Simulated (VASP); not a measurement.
# TiTe2 (P-3m1) in VASP: further runs

The runs below take TiTe2 through single point, with r2SCAN.

All numbers are computed with VASP 6.6.1; they aren't measurements. Logs are shortened: lines on timing, memory, paths and dates and some standing lists are left out, and cuts for length are marked.

### Step 1. The cell of the first run

Symmetry: P-3m1, No. 164, trigonal system. The conventional cell has a = 3.811 Å, b = 3.811 Å, c = 6.918 Å, α = 90.00°, β = 90.00°, γ = 120.00°. Ti (site symmetry -3m) has 6 Te at 2.78 Å and 6 Ti at 3.81 Å within 3.9 Å. Te (site symmetry 3m) has 3 Ti at 2.78 Å and 12 Te at 3.81 to 4.16 Å within 4.2 Å.

### Step 2. Single point, r2SCAN (29.01 Å³/atom)

POSCAR

```
TiTe2
1.0
    3.8112225583      0.0000000000      0.0000000000
   -1.9056112792      3.3006155550      0.0000000000
    0.0000000000      0.0000000000      6.9176056170
Ti Te
1 2
Direct
    0.0000000000      0.0000000000      0.0000000000
    0.3333333333      0.6666666667      0.2448125102
    0.6666666667      0.3333333333      0.7551874898
```

INCAR.step1

```
SYSTEM = TiTe2
ALGO     = Normal         ! electronic algorithm
EDIFF    = 1E-4           ! SCF threshold, eV
ENCUT    = 520            ! plane-wave cutoff, eV
GGA      = PE             ! functional
ISMEAR   = 0              ! smearing method
LASPH    = .True.         ! aspherical terms in the spheres
LCHARG   = .False.        ! write CHGCAR
LREAL    = .False.        ! projectors in reciprocal space
LWAVE    = .True.         ! write WAVECAR
NBANDS   = 19             ! bands
NELM     = 100            ! most SCF steps
PREC     = Accurate       ! precision mode
SIGMA    = 0.05           ! smearing width, eV
```

INCAR.step2

```
SYSTEM = TiTe2
ALGO     = Normal         ! electronic algorithm
EDIFF    = 1E-7           ! SCF threshold, eV
ENCUT    = 520            ! plane-wave cutoff, eV
ISIF     = 2              ! what is computed and relaxed
ISMEAR   = 0              ! smearing method
ISTART   = 1            
LASPH    = .True.         ! aspherical terms in the spheres
LCHARG   = .False.        ! write CHGCAR
LMIXTAU  = .True.       
LREAL    = .False.        ! projectors in reciprocal space
LWAVE    = .False.        ! write WAVECAR
METAGGA  = R2SCAN         ! meta-GGA
NBANDS   = 19             ! bands
NELM     = 100            ! most SCF steps
PREC     = Accurate       ! precision mode
SIGMA    = 0.05           ! smearing width, eV
```

KPOINTS

```
k-points
0
Gamma
  10 10 6
  0 0 0
```

Potentials or basis: VASP PAW PBE potentials, release 64 (Ti_sv, Te).

Command:

```bash
> cat potpaw_PBE.64/Ti_sv/POTCAR potpaw_PBE.64/Te/POTCAR > POTCAR
> cp INCAR.step1 INCAR
> mpirun -np 1 vasp_std > vasp.out
> cp INCAR.step2 INCAR
> mpirun -np 1 vasp_std > vasp.out
```

OUTCAR:

```text
SYSTEM = TiTe2
   EDIFF = 1E-7
   ENCUT = 520
   ISIF = 2
   ISMEAR = 0
   ISTART = 1
   LASPH = .True.
   LREAL = .False.
   METAGGA = R2SCAN
   NELM = 100
   PREC = Accurate

 ion  position               nearest neighbor table
   1  0.000  0.000  0.000-   2 2.78   3 2.78   3 2.78   2 2.78   3 2.78   2 2.78
   2  0.333  0.667  0.245-   1 2.78   1 2.78   1 2.78
   3  0.667  0.333  0.755-   1 2.78   1 2.78   1 2.78

  LATTYP: Found a hexagonal cell.
 ALAT       =     3.8112225583
 C/A-ratio  =     1.8150620992

  Lattice vectors:

 A1 = (   3.8112225583,   0.0000000000,   0.0000000000)
 A2 = (  -1.9056112792,   3.3006155550,   0.0000000000)
 A3 = (   0.0000000000,   0.0000000000,   6.9176056170)

Analysis of symmetry for initial positions (statically):
=====================================================================
 Subroutine PRICEL returns:
 Original cell was already a primitive cell.

 Routine SETGRP: Setting up the symmetry group for a
 hexagonal supercell.

 Subroutine GETGRP returns: Found 12 space group operations
 (whereof 12 operations were pure point group operations)
 out of a pool of 24 trial point group operations.

The static configuration has the point symmetry D_3d.

Analysis of symmetry for dynamics (positions and initial velocities):
=====================================================================
 Subroutine PRICEL returns:
 Original cell was already a primitive cell.

 Routine SETGRP: Setting up the symmetry group for a
 hexagonal supercell.

 Subroutine GETGRP returns: Found 12 space group operations
 (whereof 12 operations were pure point group operations)
 out of a pool of 24 trial point group operations.

The dynamic configuration has the point symmetry D_3d.

 Subroutine INISYM returns: Found 12 space group operations
 (whereof 12 operations are pure point group operations),
 and found     1 'primitive' translations

----------------------------------------------------------------------------------------

                                     Primitive cell

  volume of cell :      87.0192

  direct lattice vectors                    reciprocal lattice vectors
     3.811222558  0.000000000  0.000000000     0.262382998  0.151486894  0.000000000
[... 84 lines left out ...]
   LSORBIT =      F    spin-orbit coupling
   LASPH  =      T    aspherical Exc in radial PAW
   ENCUT  =  520.0 eV  38.22 Ry    6.18 a.u.   7.09  7.09 12.86*2*pi/ulx,y,z
   NELM   =    100;   NELMIN=  2; NELMDL=  0     # of ELM steps
   EDIFF  = 0.1E-06   stopping-criterion for ELM
   LREAL  =      F    real-space projection
   EDIFFG = 0.1E-05   stopping-criterion for IOM
   NSW    =      0    number of steps for IOM
   IBRION =     -1    ionic relax: 0-MD 1-quasi-New 2-CG
   NFREE  =      0    steps in history (QN), initial steepest desc. (CG)
   ISIF   =      2    stress and relaxation
   ISYM   =      2    0-nonsym 1-usesym 2-fastsym
   POTIM  = 0.5000    time-step for ionic-motion
   TEBEG  =    0.0;   TEEND  =   0.0 temperature during run
   PSTRESS=    0.0 pullay stress
   NELECT =      24.0000    total number of electrons
   NUPDOWN=      -1.0000    fix difference up-down
   EMIN   =  10.00;   EMAX   =-10.00  energy-range for DOS
   EFERMI =   0.00;   METHOD = LEGACY
   ISMEAR =     0;   SIGMA  =   0.05  broadening in eV -4-tet -1-fermi 0-gaus
   EFERMI_NEDOS =   21; number of points for ismear=-14 and -15
   IALGO  =     38    algorithm
   IMIX   =      4    mixing-type and parameters
     AMIX     =   0.40;   BMIX     =  1.00
     AMIX_MAG =   1.60;   BMIX_MAG =  1.00
  volume/ion in A,a.u.               =      29.01       195.74
  Fermi-wavevector in a.u.,A,eV,Ry     =   1.065631  2.013751 15.450364  1.135570
  Thomas-Fermi vector in A             =   2.201189
   LORBIT       =      0    0 simple, 1 ext, 2 COOP (PROOUT), +10 PAW based schemes
   METAGGA = R2SCAN    functional components
   LHFCALC =     F    Hartree Fock is set to
   AEXX    =    0.0000 exact exchange contribution
   IVDW    =     0    specifies the selected vdW correction
   LEPSILON=     F    determine dielectric tensor
   LRPA    =     F    only Hartree local field effects (RPA)
 non-spin polarized calculation
 Gauss-broadening in eV      SIGMA  =   0.05
  energy-cutoff  :      520.00
  volume of cell :       87.02
 maximum number of plane-waves:      2367
   NGX = 15   NGY = 15   NGZ = 25

 number of electron      23.9999998 magnetization

 Free energy of the ion-electron system (eV)
  ---------------------------------------------------
  ext. energy  EPLUGINS =         0.00000000
  ---------------------------------------------------
  free energy    TOTEN  =       -66.29103621 eV

  energy without entropy =      -66.28918986  energy(sigma->0) =      -66.29011303

 E-fermi :   5.8265     XC(G=0):  -9.8671

 val. band max:        5.8104758000   @ k =   0.1000   0.0000   0.0000
 cond. band min:       5.8273461604   @ k =   0.0000   0.1000   0.1667
 fundamental gap:      0.0168703604
 Fermi energy:         5.8265220566

 k-point     1 :       0.0000    0.0000    0.0000
  band No.  band energies     occupation
      1     -54.2781      2.00000
      2     -29.4804      2.00000
      3     -29.4804      2.00000
      4     -29.4433      2.00000
      5      -6.8464      2.00000
      6      -5.5847      2.00000
[... 505 lines left out ...]
      6      -5.0295      2.00000
[... 11 lines left out ...]
     18      10.8742      0.00000
     19      11.5709      0.00000

 [... further k-points ...]

------------------------ aborting loop because EDIFF is reached ----------------------------------------

  FORCE on cell =-STRESS in cart. coord.  units (eV):
  Direction    XX          YY          ZZ          XY          YZ          ZX
  --------------------------------------------------------------------------------------
  -------------------------------------------------------------------------------------
  Total       -0.0120605     -0.0120605     -0.0053185      0.0000000     -0.0000000      0.0000000
  in kB       -0.2220548     -0.2220548     -0.0979233      0.0000000     -0.0000000      0.0000000
  external PRESSURE =      -0.1806776 kB  Pullay stress =       0.0000000 kB

 VOLUME and BASIS-vectors are now :
 -----------------------------------------------------------------------------
  energy-cutoff  :      520.00
  volume of cell :       87.02
      direct lattice vectors                 reciprocal lattice vectors
     3.811222558  0.000000000  0.000000000     0.262382998  0.151486894  0.000000000
    -1.905611279  3.300615555  0.000000000     0.000000000  0.302973789  0.000000000
     0.000000000  0.000000000  6.917605617     0.000000000  0.000000000  0.144558689

 POSITION                                       TOTAL-FORCE (eV/Angst)
 -----------------------------------------------------------------------------------
      0.00000      0.00000      0.00000        -0.000000      0.000000      0.000000
     -0.00000      2.20041      1.69352        -0.000000     -0.000000      0.019859
      1.90561      1.10021      5.22409         0.000000      0.000000     -0.019859
 -----------------------------------------------------------------------------------
    total drift:                                0.000000      0.000000      0.000000

  FREE ENERGIE OF THE ION-ELECTRON SYSTEM (eV)
  ---------------------------------------------------
  free  energy   TOTEN  =       -66.2910362069 eV

  energy  without entropy=      -66.2891898572  energy(sigma->0) =      -66.29011303
```

OUTCAR.step1:

```text
SYSTEM = TiTe2
   EDIFF = 1E-4
   ENCUT = 520
   GGA = PE
   ISMEAR = 0
[... 754 lines left out ...]
      0.00000      0.00000      0.00000         0.000000      0.000000      0.000000
     -0.00000      2.20041      1.69352         0.000000      0.000000      0.179624
      1.90561      1.10021      5.22409        -0.000000      0.000000     -0.179624
 -----------------------------------------------------------------------------------
    total drift:                                0.000000      0.000000      0.000000

  FREE ENERGIE OF THE ION-ELECTRON SYSTEM (eV)
  ---------------------------------------------------
  free  energy   TOTEN  =       -16.2098690280 eV

  energy  without entropy=      -16.2066418323  energy(sigma->0) =      -16.20825543
```

It took 14 min on 1 thread of Intel Xeon 8259CL, shared host; peak memory 0.29 GiB.

Results:

```
Free energy            : -66.2910 eV
Pressure               : 0.0 GPa
Largest force          : 0.020 eV/Å
Band gap on the k mesh : zero (bands 12 and 13 overlap by 0.50 eV)
```

Forces on the atoms (eV/Å):
```
Ti   0.000  0.000  0.000
Te   0.000  0.000  0.020
Te   0.000  0.000 -0.020
```

Caveat: the PAW data sets were made with another functional, which shifts forces and pressure a little; spin-orbit coupling is left out, which moves the levels of the heavy elements.

### Step 3. Single point, r2SCAN (29.58 Å³/atom)

This run uses another cell than the first one, of 29.58 Å³/atom.

POSCAR

```
TiTe2
1.0
    3.8170793263      0.0000000000      0.0000000000
   -1.9085396631      3.3056876648      0.0000000000
    0.0000000000      0.0000000000      7.0316171359
Ti Te
1 2
Direct
    0.0000000000      0.0000000000      0.0000000000
    0.3333333333      0.6666666667      0.2408147611
    0.6666666667      0.3333333333      0.7591852389
```

INCAR.step1

```
SYSTEM = TiTe2
PREC     = Accurate       ! precision mode
ENCUT    = 520            ! plane-wave cutoff, eV
ISMEAR   = 0              ! smearing method
SIGMA    = 0.05           ! smearing width, eV
LREAL    = .False.        ! projectors in reciprocal space
LASPH    = .True.         ! aspherical terms in the spheres
NELM     = 80             ! most SCF steps
NBANDS   = 19             ! bands
GGA      = PE             ! functional
ALGO     = Normal         ! electronic algorithm
EDIFF    = 1E-4           ! SCF threshold, eV
LWAVE    = .True.         ! write WAVECAR
LCHARG   = .False.        ! write CHGCAR
```

INCAR.step2

```
SYSTEM = TiTe2
PREC     = Accurate       ! precision mode
ENCUT    = 520            ! plane-wave cutoff, eV
EDIFF    = 1E-6           ! SCF threshold, eV
ISMEAR   = 0              ! smearing method
SIGMA    = 0.05           ! smearing width, eV
LREAL    = .False.        ! projectors in reciprocal space
LASPH    = .True.         ! aspherical terms in the spheres
NELM     = 80             ! most SCF steps
ALGO     = Normal         ! electronic algorithm
ISIF     = 2              ! what is computed and relaxed
LWAVE    = .False.        ! write WAVECAR
LCHARG   = .False.        ! write CHGCAR
METAGGA  = R2SCAN         ! meta-GGA
LMIXTAU  = .True.       
NBANDS   = 19             ! bands
ISTART   = 1
```

KPOINTS

```
regular mesh
0
Gamma
  10 10 6
  0 0 0
```

Potentials or basis: VASP PAW PBE potentials, release 64 (Ti_sv, Te).

Command:

```bash
> cat potpaw_PBE.64/Ti_sv/POTCAR potpaw_PBE.64/Te/POTCAR > POTCAR
> cp INCAR.step1 INCAR
> mpirun -np 1 vasp_std > vasp.out
> cp INCAR.step2 INCAR
> mpirun -np 1 vasp_std > vasp.out
```

Wall time 14 min (1 thread of Intel Xeon 8259CL, shared host); peak memory 0.29 GiB.

It converged, with:

| Quantity | Value |
| --- | --- |
| Free energy | -66.2889 eV |
| Pressure | -0.2 GPa |
| Largest force | 0.022 eV/Å |
| Band gap on the k mesh | zero (bands 12 and 13 overlap by 0.49 eV) |

Forces on the atoms (eV/Å):
```
Ti   0.000  0.000  0.000
Te   0.000  0.000  0.022
Te   0.000  0.000 -0.022
```

Levels at points of the mesh, in eV from the Fermi level:
```csv
k point,band 8,band 9,band 10,band 11,band 12,band 13,band 14,band 15,band 16,band 17
"(0.00, 0.00, 0.00)",-1.93,-1.93,-0.22,0.38,0.38,0.53,0.87,0.87,3.24,3.24
"(0.50, 0.00, 0.00)",-3.96,-2.46,-2.43,-2.07,-1.13,0.08,1.14,1.52,2.60,3.15
"(0.00, 0.00, 0.50)",-2.28,-1.91,-1.91,0.38,0.38,0.76,0.76,1.01,3.40,3.40
"(0.50, 0.00, 0.50)",-4.36,-2.52,-2.16,-1.46,-0.94,-0.11,1.14,1.50,2.82,3.31
```

Caveat: the PAW data sets were made with another functional, which shifts forces and pressure a little; spin-orbit coupling is left out, which moves the levels of the heavy elements.

The gap in the log of VASP goes by the Fermi energy; the results here count the filled bands.